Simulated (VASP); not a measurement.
# NiCl3 in VASP: a series of runs, part 2 of 2

VASP 6.6.1.

**4. Single point, PBEsol, collinear spin, ferromagnetic start**

This run uses another cell than the first one, of 26.78 Å³/atom, 1.116 times its volume.

Contents of INCAR:

```
SYSTEM = NiCl3
PREC = Accurate
ENCUT = 520
EDIFF = 1E-6
ISMEAR = 0
SIGMA = 0.05
LREAL = .False.
LASPH = .True.
NELM = 150
ALGO = Normal
ISIF = 2
LWAVE = .False.
LCHARG = .False.
ISPIN = 2
MAGMOM = 0.61 0 0 0
LORBIT = 11
LMAXMIX = 4
GGA = PS
NBANDS = 28
```

Contents of KPOINTS:

```
regular mesh
0
Gamma
  6 6 6
  0 0 0
```

Contents of POSCAR:

```
NiCl3
1.0
    4.7490586127      0.0000000000      0.0000000000
    0.0000000000      4.7490586127      0.0000000000
    0.0000000000      0.0000000000      4.7490586127
Ni Cl
1 3
Direct
    0.0000000000      0.0000000000      0.0000000000
    0.5000000000      0.0000000000      0.0000000000
    0.0000000000      0.0000000000      0.5000000000
    0.0000000000      0.5000000000      0.0000000000
```

Run with:

```sh
$ cat potpaw_PBE.64/Ni/POTCAR potpaw_PBE.64/Cl/POTCAR > POTCAR
$ mpirun -np 1 vasp_std > vasp.out
```

Run time: 3.4 min. Hardware: 1 thread of Oxide Virtual Turin-like, shared host; peak memory 0.25 GiB.

It converged, with:

| Item | Value |
| --- | --- |
| Free energy | -12.7396 eV |
| Pressure | -5.6 GPa |
| Net moment | 1.07 μB per cell |
| Site moments | Ni +0.53; Cl +0.14 μB |
| Valence electrons inside the program's atomic spheres | Ni 8.89; Cl 4.99 |

Levels at points of the mesh, in eV from the Fermi level:
Spin up:
| k point | band 13 | band 14 | band 15 | band 16 | band 17 | band 18 | band 19 | band 20 |
| --- | --- | --- | --- | --- | --- | --- | --- | --- |
| (0.00, 0.00, 0.00) | -0.91 | -0.91 | -0.66 | -0.66 | -0.66 | 3.60 | 6.69 | 9.77 |
| (0.50, 0.00, 0.00) | -0.75 | -0.75 | -0.41 | -0.34 | -0.34 | 6.60 | 8.74 | 8.75 |
| (0.50, 0.50, 0.00) | -0.54 | -0.33 | -0.33 | -0.05 | 1.46 | 8.67 | 8.67 | 8.85 |
| (0.50, 0.50, 0.50) | -0.04 | -0.04 | -0.04 | 1.47 | 1.47 | 7.54 | 7.57 | 7.57 |
Spin down:
```tsv
k point	band 11	band 12	band 13	band 14	band 15	band 16	band 17	band 18	band 19	band 20
(0.00, 0.00, 0.00)	-0.77	-0.72	-0.72	-0.72	-0.48	-0.48	-0.48	3.75	6.73	9.84
(0.50, 0.00, 0.00)	-0.92	-0.77	-0.57	-0.57	-0.01	-0.01	0.16	6.80	8.79	8.81
(0.50, 0.50, 0.00)	-1.28	-0.45	-0.16	-0.01	-0.01	0.15	1.96	8.77	8.77	9.04
(0.50, 0.50, 0.50)	-0.15	-0.15	0.16	0.16	0.16	1.96	1.96	7.59	7.66	7.66
```

Caveat: the PAW data sets were made with another functional, which shifts forces and pressure a little; a cell with one magnetic atom can't hold antiferromagnetic order, which such compounds often take; semilocal functionals often make such compounds metallic where correlation or magnetic order opens a gap, which also shifts bond lengths. With open d or f shells a metallic result of PBEsol can be an artefact of self-interaction; +U or a hybrid may open a gap.

**5. Single point, PBEsol, collinear spin, ferromagnetic start**

This run uses another cell than the first one, of 22.62 Å³/atom, 0.942 times its volume.

Contents of INCAR:

```
SYSTEM = NiCl3
  ALGO = Normal
  EDIFF = 1E-6
  ENCUT = 520
  GGA = PS
  ISIF = 2
  ISMEAR = 0
  ISPIN = 2
  LASPH = .True.
  LCHARG = .False.
  LMAXMIX = 4
  LORBIT = 11
  LREAL = .False.
  LWAVE = .False.
  MAGMOM = 0.08 0 0 0
  NBANDS = 28
  NELM = 150
  PREC = Accurate
  SIGMA = 0.05
```

Contents of KPOINTS:

```
k-points
0
Gamma
  6 6 6
  0 0 0
```

Contents of POSCAR:

```
NiCl3
1.0
    4.5194957584      0.0000000000      0.0000000000
    0.0000000000      4.4291058432      0.0000000000
    0.0000000000      0.0000000000      4.5194957584
Ni Cl
1 3
Direct
    0.0000000000      0.0000000000      0.0000000000
    0.5000000000      0.0000000000      0.0000000000
    0.0000000000      0.0000000000      0.5000000000
    0.0000000000      0.5000000000      0.0000000000
```

Run with:

```sh
$ cat potpaw_PBE.64/Ni/POTCAR potpaw_PBE.64/Cl/POTCAR > POTCAR
$ mpirun -np 1 vasp_std > vasp.out
```

Run time: 6.5 min. Hardware: 1 thread of Oxide Virtual Turin-like, shared host; peak memory 0.29 GiB.

The run converged. Its results:

| Property | Result |
| --- | --- |
| Free energy | -13.0177 eV |
| Pressure | 1.2 GPa |
| Net moment | 0.01 μB per cell |
| Valence electrons inside the program's atomic spheres | Ni 9.21; Cl 5.03, 5.04 |

Stress tensor (GPa, compression positive):
```
0.65 0.00 0.00
0.00 2.31 0.00
0.00 0.00 0.65
```

Levels at points of the mesh, in eV from the Fermi level:
Spin up:
```
           k point  band 14  band 15  band 16  band 17  band 18  band 19
(0.00, 0.00, 0.00)    -1.03    -0.69    -0.68    -0.68     4.18     6.71
(0.50, 0.00, 0.00)    -0.81    -0.24    -0.23    -0.02     7.60     8.65
(0.00, 0.50, 0.00)    -0.81    -0.20    -0.20    -0.03     7.90     8.77
(0.50, 0.50, 0.00)    -0.21    -0.19     0.11     2.29     8.98     9.28
(0.50, 0.00, 0.50)    -0.23    -0.23     0.09     2.17     9.08     9.08
(0.50, 0.50, 0.50)     0.12     0.12     2.18     2.35     6.94     7.78
```
Spin down:
```csv
k point,band 13,band 14,band 15,band 16,band 17,band 18,band 19,band 20
"(0.00, 0.00, 0.00)",-1.09,-1.03,-0.69,-0.68,-0.68,4.18,6.71,9.55
"(0.50, 0.00, 0.00)",-0.84,-0.81,-0.24,-0.23,-0.01,7.60,8.65,8.88
"(0.00, 0.50, 0.00)",-0.81,-0.81,-0.20,-0.20,-0.03,7.90,8.77,8.91
"(0.50, 0.50, 0.00)",-0.48,-0.21,-0.19,0.11,2.30,8.98,9.28,9.28
"(0.50, 0.00, 0.50)",-0.47,-0.23,-0.23,0.09,2.17,9.08,9.08,9.32
"(0.50, 0.50, 0.50)",0.10,0.12,0.12,2.19,2.36,6.94,7.78,7.78
```

Caveat: the PAW data sets were made with another functional, which shifts forces and pressure a little; semilocal functionals often make such compounds metallic where correlation or magnetic order opens a gap, which also shifts bond lengths. With open d or f shells a metallic result of PBEsol can be an artefact of self-interaction; +U or a hybrid may open a gap.

**6. Single point, PBEsol, collinear spin, ferromagnetic start (atom 1 (Ni) moved 0.08 Å along z)**

Contents of INCAR:

```
SYSTEM = NiCl3
PREC = Accurate
ENCUT = 520
EDIFF = 1E-6
ISMEAR = 0
SIGMA = 0.05
LREAL = .FALSE.
LASPH = .TRUE.
NELM = 150
ALGO = Normal
ISIF = 2
LWAVE = .FALSE.
LCHARG = .FALSE.
ISPIN = 2
MAGMOM = 0.08 0 0 0
LORBIT = 11
LMAXMIX = 4
GGA = PS
NBANDS = 28
```

Contents of KPOINTS:

```
Automatic mesh
0
G
  6 6 6
  0 0 0
```

Contents of POSCAR:

```
NiCl3
1.0
    4.5194957584      0.0000000000      0.0000000000
    0.0000000000      4.5194957584      0.0000000000
    0.0000000000      0.0000000000      4.5194957584
Ni Cl
1 3
Direct
    0.0000000000      0.0000000000      0.0177010897
    0.5000000000      0.0000000000      0.0000000000
    0.0000000000      0.0000000000      0.5000000000
    0.0000000000      0.5000000000      0.0000000000
```

Potentials or basis: VASP PAW PBE potentials, release 64 (Ni, Cl).

Run with:

```sh
$ cat potpaw_PBE.64/Ni/POTCAR potpaw_PBE.64/Cl/POTCAR > POTCAR
$ mpirun -np 1 vasp_std > vasp.out
```

OUTCAR:

```text
SYSTEM = NiCl3
   PREC = Accurate
   ENCUT = 520
   EDIFF = 1E-6
   ISMEAR = 0
   LREAL = .FALSE.
   LASPH = .TRUE.
   NELM = 150
   ISIF = 2
   ISPIN = 2
   LORBIT = 11
   GGA = PS

 ion  position               nearest neighbor table
   1  0.000  0.000  0.018-   3 2.18   2 2.26   4 2.26   4 2.26   2 2.26   3 2.34
   2  0.500  0.000  0.000-   1 2.26   1 2.26
   3  0.000  0.000  0.500-   1 2.18   1 2.34
   4  0.000  0.500  0.000-   1 2.26   1 2.26

  LATTYP: Found a simple cubic cell.
 ALAT       =     4.5194957584

[... 1668 lines left out ...]
  energy-cutoff  :      520.00
  volume of cell :       92.31
      direct lattice vectors                 reciprocal lattice vectors
     4.519495758  0.000000000  0.000000000     0.221263622  0.000000000  0.000000000
     0.000000000  4.519495758  0.000000000     0.000000000  0.221263622  0.000000000
     0.000000000  0.000000000  4.519495758     0.000000000  0.000000000  0.221263622

 POSITION                                       TOTAL-FORCE (eV/Angst)
 -----------------------------------------------------------------------------------
      0.00000      0.00000      0.08000        -0.000000     -0.000000      0.032434
      2.25975      0.00000      0.00000         0.000000     -0.000000     -0.209424
      0.00000      0.00000      2.25975        -0.000000     -0.000000      0.386415
      0.00000      2.25975      0.00000        -0.000000      0.000000     -0.209424
 -----------------------------------------------------------------------------------
    total drift:                               -0.000000     -0.000000      0.000203

  FREE ENERGIE OF THE ION-ELECTRON SYSTEM (eV)
  ---------------------------------------------------
  free  energy   TOTEN  =       -13.0337836228 eV

  energy  without entropy=      -13.0297824745  energy(sigma->0) =      -13.03178305

 total charge

# of ion       s       p       d       tot
------------------------------------------
    1        0.387   0.467   8.316   9.170
    2        1.600   3.428   0.000   5.027
    3        1.600   3.430   0.000   5.030
    4        1.600   3.428   0.000   5.027
--------------------------------------------------
tot          5.187  10.752   8.316  24.255

 magnetization (x)

# of ion       s       p       d       tot
------------------------------------------
    1        0.000   0.000   0.001   0.001
    2        0.000   0.000   0.000   0.000
    3        0.000   0.000   0.000   0.000
    4        0.000   0.000   0.000   0.000
--------------------------------------------------
tot          0.000   0.000   0.001   0.001
```

Run time: 6.1 min. Hardware: 1 thread of Oxide Virtual Turin-like, shared host; peak memory 0.3 GiB.

Results:

```yaml
Free_energy: -13.0338 eV
Pressure: 0.1 GPa
Largest_force: 0.386 eV/Å
Net_moment: 0.00 μB per cell
Valence_electrons_inside_the_program's_atomic_spheres: Ni 9.17; Cl 5.03
```

Forces on the atoms (eV/Å):
```
Ni   0.000  0.000  0.032
Cl   0.000  0.000 -0.209
Cl   0.000  0.000  0.386
Cl   0.000  0.000 -0.209
```

Stress tensor (GPa, compression positive):
```
-0.14  0.00  0.00
 0.00 -0.14  0.00
 0.00  0.00  0.66
```

Levels at points of the mesh, in eV from the Fermi level:
Spin up:
| k point | band 13 | band 14 | band 15 | band 16 | band 17 | band 18 | band 19 | band 20 |
| --- | --- | --- | --- | --- | --- | --- | --- | --- |
| (0.00, 0.00, 0.00) | -1.02 | -0.99 | -0.64 | -0.64 | -0.58 | 4.11 | 6.67 | 9.58 |
| (0.50, 0.00, 0.00) | -0.75 | -0.72 | -0.24 | -0.23 | -0.06 | 7.58 | 8.69 | 8.82 |
| (0.00, 0.00, 0.50) | -0.82 | -0.82 | -0.23 | -0.23 | -0.04 | 7.53 | 8.68 | 8.85 |
| (0.50, 0.50, 0.00) | -0.47 | -0.23 | -0.23 | 0.08 | 2.15 | 9.07 | 9.07 | 9.28 |
| (0.00, 0.50, 0.50) | -0.49 | -0.22 | -0.22 | 0.06 | 2.14 | 9.06 | 9.06 | 9.28 |
| (0.50, 0.50, 0.50) | 0.08 | 0.08 | 0.10 | 2.15 | 2.17 | 7.00 | 7.84 | 7.84 |
Spin down:
| k point | band 13 | band 14 | band 15 | band 16 | band 17 | band 18 | band 19 | band 20 |
| --- | --- | --- | --- | --- | --- | --- | --- | --- |
| (0.00, 0.00, 0.00) | -1.02 | -0.99 | -0.64 | -0.64 | -0.58 | 4.11 | 6.67 | 9.58 |
| (0.50, 0.00, 0.00) | -0.75 | -0.72 | -0.24 | -0.23 | -0.06 | 7.58 | 8.69 | 8.82 |
| (0.00, 0.00, 0.50) | -0.82 | -0.82 | -0.23 | -0.23 | -0.04 | 7.53 | 8.68 | 8.85 |
| (0.50, 0.50, 0.00) | -0.47 | -0.23 | -0.23 | 0.08 | 2.15 | 9.07 | 9.07 | 9.28 |
| (0.00, 0.50, 0.50) | -0.49 | -0.22 | -0.21 | 0.06 | 2.14 | 9.06 | 9.06 | 9.28 |
| (0.50, 0.50, 0.50) | 0.08 | 0.08 | 0.10 | 2.15 | 2.17 | 7.00 | 7.84 | 7.84 |

Caveat: the cell differs from its parent crystal (atom 1 (Ni) moved 0.08 Å along z); the PAW data sets were made with another functional, which shifts forces and pressure a little; semilocal functionals often make such compounds metallic where correlation or magnetic order opens a gap, which also shifts bond lengths.

**7. The runs side by side**

```tsv
cell	gap on the mesh (eV)	pressure (GPa)	moment (μB)
a = 4.579 Å, 4 atoms	none	-2.0	0.00
a = 4.585 Å, 4 atoms	none	-2.2	0.17
a = 4.749 Å, 4 atoms	none	-5.6	1.07
a = 4.519, b = 4.429 Å, 4 atoms	none	1.2	0.01
a = 4.519 Å, 4 atoms	none	0.1	0.00
```

Alike in all rows: task single point; level PBEsol; potentials or basis VASP PAW PBE potentials, release 64 (Ni, Cl); spin collinear, ferromagnetic start; k mesh 6 × 6 × 6; cutoff (eV) 520; smearing gaussian 0.05 eV.

Caveats: the PAW data sets were made with another functional, which shifts forces and pressure a little; semilocal functionals often make such compounds metallic where correlation or magnetic order opens a gap, which also shifts bond lengths; a cell with one magnetic atom can't hold antiferromagnetic order, which such compounds often take (some runs).

Absolute energies hang on the potentials; compare differences alone.
